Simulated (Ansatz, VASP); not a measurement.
**Cu3N: VASP beside Ansatz**

```
Cu N
1.0
     3.92152    0.00000    0.00000
     0.00000    3.92152    0.00000
     0.00000    0.00000    3.92152
Cu N
3 1
Direct
  0.50000 0.00000 0.00000
  0.00000 0.50000 0.00000
  0.00000 0.00000 0.50000
  0.00000 0.00000 0.00000
```

Alike in both runs: task single point; functional RPBE; k mesh 8 × 8 × 8; occupations gaussian, width 0.05 eV; no spin polarisation.

|  | VASP | Ansatz |
| --- | --- | --- |
| version | VASP 6.6.1 | Ansatz 0.2.0 |
| potentials or method | VASP PAW PBE potentials, release 64 (Cu, N), cutoff 600 eV | scalar-relativistic, plane waves, PAW |
| valence electrons in the cell | 38 | 62 |

Ansatz gave:

- gap on the k mesh at the Fermi level (eV): 0.46
- least direct gap on the mesh (eV): 0.96
- pressure (GPa): -3.7

Q: Estimate VASP's values.

A: gap on the k mesh at the Fermi level (eV): 0.48; least direct gap on the mesh (eV): 0.99; pressure (GPa): -3.2.

VASP's potentials were made for PBE, not for RPBE. The functional is the same, so the differences come from potentials, cutoffs and numerics. VASP's potentials hold 38 valence electrons a cell and Ansatz's 62, so a difference there can come from the potentials and not from the codes.
